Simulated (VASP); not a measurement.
# Na (Im-3m) in VASP: further runs, part 2 of 2

VASP 6.6.1.

### Step 5. Single point, PBEsol (volume scaled by 1.02)

INCAR

```
  PREC = Accurate
  ENCUT = 520
  EDIFF = 1E-6
  ISMEAR = -1
  SIGMA = 0.05
  LREAL = F
  LASPH = T
  NELM = 100
  ALGO = Normal
  ISIF = 2
  LWAVE = F
  LCHARG = F
  GGA = PS
  NBANDS = 10
```

KPOINTS

```
regular mesh
0
Gamma
  9 9 9
```

POSCAR

```
Na
1.0
   -2.1551792212      2.1551792212      2.1551792212
    2.1551792212     -2.1551792212      2.1551792212
    2.1551792212      2.1551792212     -2.1551792212
Na
1
Direct
    0.0000000000      0.0000000000      0.0000000000
```

Potentials or basis: VASP PAW PBE potentials, release 64 (Na_pv).

Command:

```bash
$ cat potpaw_PBE.64/Na_pv/POTCAR > POTCAR
$ mpirun -np 1 vasp_std > vasp.out
```

OUTCAR:

```text
PREC = Accurate
   ENCUT = 520
   EDIFF = 1E-6
   ISMEAR = -1
   LREAL = F
   LASPH = T
   NELM = 100
   ISIF = 2
   GGA = PS

 ion  position               nearest neighbor table
   1  0.000  0.000  0.000-

  LATTYP: Found a body centered cubic cell.
 ALAT       =     4.3103584424

  Lattice vectors:

 A1 = (  -2.1551792212,   2.1551792212,   2.1551792212)
 A2 = (   2.1551792212,  -2.1551792212,   2.1551792212)
 A3 = (   2.1551792212,   2.1551792212,  -2.1551792212)

Analysis of symmetry for initial positions (statically):
=====================================================================
 Subroutine PRICEL returns:
 Original cell was already a primitive cell.

 Routine SETGRP: Setting up the symmetry group for a
 body centered cubic supercell.

 Subroutine GETGRP returns: Found 48 space group operations
[... 9 lines left out ...]

 Routine SETGRP: Setting up the symmetry group for a
 body centered cubic supercell.

 Subroutine GETGRP returns: Found 48 space group operations
[... 11 lines left out ...]
                                     Primitive cell
[... 132 lines left out ...]
  free energy    TOTEN  =        -1.39773802 eV

  energy without entropy =       -1.39440978  energy(sigma->0) =       -1.39607390

 E-fermi :   0.0839     XC(G=0):  -6.3017

 val. band max:       -0.0112728213   @ k =  -0.3333   0.4444   0.1111
 cond. band min:       0.1781172454   @ k =   0.4444   0.0000   0.0000
 fundamental gap:      0.1893900667
 Fermi energy:         0.0838976073

 k-point     1 :       0.0000    0.0000    0.0000
  band No.  band energies     occupation
      1     -24.7541      2.00000
      2     -24.7541      2.00000
      3     -24.7541      2.00000
      4      -3.0215      2.00000
      5      11.3372      0.00000
      6      11.3372      0.00000
      7      11.3372      0.00000
      8      12.2976      0.00000
      9      12.2976      0.00000
     10      12.8083      0.00000
[... 287 lines left out ...]
 k-point    24 :      -0.4444   -0.4444    0.1111
  band No.  band energies     occupation
      1     -24.7787      2.00000
      2     -24.7674      2.00000
      3     -24.7584      2.00000
      4       1.3348      0.00000
      5       1.7830      0.00000
      6       5.0807      0.00000
      7       8.5213      0.00000
      8      10.1644      0.00000
      9      11.5178      0.00000
     10      12.3794      0.00000

 [... further k-points ...]
[... 5 lines left out ...]
  --------------------------------------------------------------------------------------
  -------------------------------------------------------------------------------------
  Total       -0.1695686     -0.1695686     -0.1695686      0.0000000      0.0000000     -0.0000000
  in kB       -6.7849377     -6.7849377     -6.7849377      0.0000000      0.0000000     -0.0000000
  external PRESSURE =      -6.7849377 kB  Pullay stress =       0.0000000 kB

 VOLUME and BASIS-vectors are now :
 -----------------------------------------------------------------------------
  energy-cutoff  :      520.00
  volume of cell :       40.04
      direct lattice vectors                 reciprocal lattice vectors
    -2.155179221  2.155179221  2.155179221     0.000000000  0.231999267  0.231999267
     2.155179221 -2.155179221  2.155179221     0.231999267  0.000000000  0.231999267
     2.155179221  2.155179221 -2.155179221     0.231999267  0.231999267  0.000000000

 POSITION                                       TOTAL-FORCE (eV/Angst)
 -----------------------------------------------------------------------------------
      0.00000      0.00000      0.00000         0.000000     -0.000000      0.000000
 -----------------------------------------------------------------------------------
    total drift:                               -0.000000     -0.000000     -0.000000

  FREE ENERGIE OF THE ION-ELECTRON SYSTEM (eV)
  ---------------------------------------------------
  free  energy   TOTEN  =        -1.3977380227 eV

  energy  without entropy=       -1.3944097846  energy(sigma->0) =       -1.39607390
```

Run time: 3.7 s. Hardware: 1 thread of Intel Xeon 6975P-C (Granite Rapids), shared host; peak memory 0.15 GiB.

What came out:

- Free energy: -1.3977 eV
- Pressure: -0.7 GPa

Caveat: the PAW data sets were made with another functional, which shifts forces and pressure a little.

### Step 6. Single point, PBE (volume scaled by 0.94)

INCAR

```
SYSTEM = Na
ALGO = Normal
EDIFF = 1E-6
ENCUT = 520
GGA = PE
ISIF = 2
ISMEAR = -1
LASPH = .TRUE.
LCHARG = .TRUE.
LELF = .TRUE.
LREAL = .FALSE.
LVHAR = .TRUE.
LWAVE = .FALSE.
NBANDS = 10
NELM = 100
PREC = Accurate
SIGMA = 0.05
```

KPOINTS

```
k-points
0
G
  9 9 9
  0 0 0
```

POSCAR

```
Na
1.0
   -2.0972938588      2.0972938588      2.0972938588
    2.0972938588     -2.0972938588      2.0972938588
    2.0972938588      2.0972938588     -2.0972938588
Na
1
Direct
    0.0000000000      0.0000000000      0.0000000000
```

Potentials or basis: VASP PAW PBE potentials, release 64 (Na_pv).

Command:

```bash
$ cat potpaw_PBE.64/Na_pv/POTCAR > POTCAR
$ mpirun -np 1 vasp_std > vasp.out
```

OUTCAR:

```text
SYSTEM = Na
   EDIFF = 1E-6
   ENCUT = 520
   GGA = PE
   ISIF = 2
   ISMEAR = -1
   LASPH = .TRUE.
   LREAL = .FALSE.
   NELM = 100
   PREC = Accurate

 ion  position               nearest neighbor table
   1  0.000  0.000  0.000-

  LATTYP: Found a body centered cubic cell.
 ALAT       =     4.1945877176

  Lattice vectors:

 A1 = (  -2.0972938588,   2.0972938588,   2.0972938588)
 A2 = (   2.0972938588,  -2.0972938588,   2.0972938588)
 A3 = (   2.0972938588,   2.0972938588,  -2.0972938588)

Analysis of symmetry for initial positions (statically):
=====================================================================
 Subroutine PRICEL returns:
 Original cell was already a primitive cell.

 Routine SETGRP: Setting up the symmetry group for a
 body centered cubic supercell.

 Subroutine GETGRP returns: Found 48 space group operations
[... 9 lines left out ...]

 Routine SETGRP: Setting up the symmetry group for a
 body centered cubic supercell.

 Subroutine GETGRP returns: Found 48 space group operations
[... 11 lines left out ...]
                                     Primitive cell

  volume of cell :      36.9010

[... 130 lines left out ...]

  energy without entropy =       -1.31462379  energy(sigma->0) =       -1.31621463

 E-fermi :   0.3287     XC(G=0):  -6.5142

 val. band max:        0.2314013063   @ k =  -0.3333   0.4444   0.1111
 cond. band min:       0.4299788968   @ k =   0.4444   0.0000   0.0000
 fundamental gap:      0.1985775905
 Fermi energy:         0.3286870098

 k-point     1 :       0.0000    0.0000    0.0000
  band No.  band energies     occupation
      1     -24.5556      2.00000
      2     -24.5556      2.00000
      3     -24.5556      2.00000
      4      -2.9455      2.00000
      5      12.1045      0.00000
      6      12.1045      0.00000
      7      12.1045      0.00000
      8      13.1077      0.00000
      9      13.1077      0.00000
     10      13.6663      0.00000
[... 287 lines left out ...]
 k-point    24 :      -0.4444   -0.4444    0.1111
  band No.  band energies     occupation
      1     -24.5882      2.00000
      2     -24.5732      2.00000
      3     -24.5614      2.00000
      4       1.6324      0.00000
      5       2.1350      0.00000
      6       5.6026      0.00000
      7       9.2032      0.00000
      8      10.9608      0.00000
      9      12.3217      0.00000
     10      13.3373      0.00000

 [... further k-points ...]
[... 5 lines left out ...]
  --------------------------------------------------------------------------------------
  -------------------------------------------------------------------------------------
  Total       -0.0065101     -0.0065101     -0.0065101     -0.0000000      0.0000000      0.0000000
  in kB       -0.2826582     -0.2826582     -0.2826582     -0.0000000      0.0000000      0.0000000
  external PRESSURE =      -0.2826582 kB  Pullay stress =       0.0000000 kB

 VOLUME and BASIS-vectors are now :
 -----------------------------------------------------------------------------
  energy-cutoff  :      520.00
  volume of cell :       36.90
      direct lattice vectors                 reciprocal lattice vectors
    -2.097293859  2.097293859  2.097293859     0.000000000  0.238402453  0.238402453
     2.097293859 -2.097293859  2.097293859     0.238402453  0.000000000  0.238402453
     2.097293859  2.097293859 -2.097293859     0.238402453  0.238402453  0.000000000

 POSITION                                       TOTAL-FORCE (eV/Angst)
 -----------------------------------------------------------------------------------
      0.00000      0.00000      0.00000         0.000000     -0.000000      0.000000
 -----------------------------------------------------------------------------------
    total drift:                               -0.000000     -0.000000     -0.000000

  FREE ENERGIE OF THE ION-ELECTRON SYSTEM (eV)
  ---------------------------------------------------
  free  energy   TOTEN  =        -1.3178054678 eV

  energy  without entropy=       -1.3146237859  energy(sigma->0) =       -1.31621463
```

Wall time 4 s (1 thread of Intel Xeon 6975P-C (Granite Rapids), shared host); peak memory 0.15 GiB.

Results:

```
Free energy : -1.3178 eV
Pressure    : 0.0 GPa
```

### Step 7. The runs side by side

| level | cell | gap on the mesh (eV) | pressure (GPa) |
| --- | --- | --- | --- |
| PBE | a = 3.708 Å, angles 109.5°, 1 atom | none | -0.4 |
| PBEsol | a = 3.658 Å, angles 109.5°, 1 atom | none | -0.3 |
| PBEsol | a = 3.683 Å, angles 109.5°, 1 atom | none | -0.4 |
| PBEsol | a = 3.733 Å, angles 109.5°, 1 atom | none | -0.7 |
| PBE | a = 3.633 Å, angles 109.5°, 1 atom | none | 0.0 |

Alike in all rows: task single point; potentials or basis VASP PAW PBE potentials, release 64 (Na_pv); no spin polarisation; k mesh 9 × 9 × 9; cutoff (eV) 520; smearing fermi-dirac 0.05 eV.

Caveats: the PAW data sets were made with another functional, which shifts forces and pressure a little (some runs).

Total energies depend on the potentials used, so only differences within one code and one set of settings carry meaning.
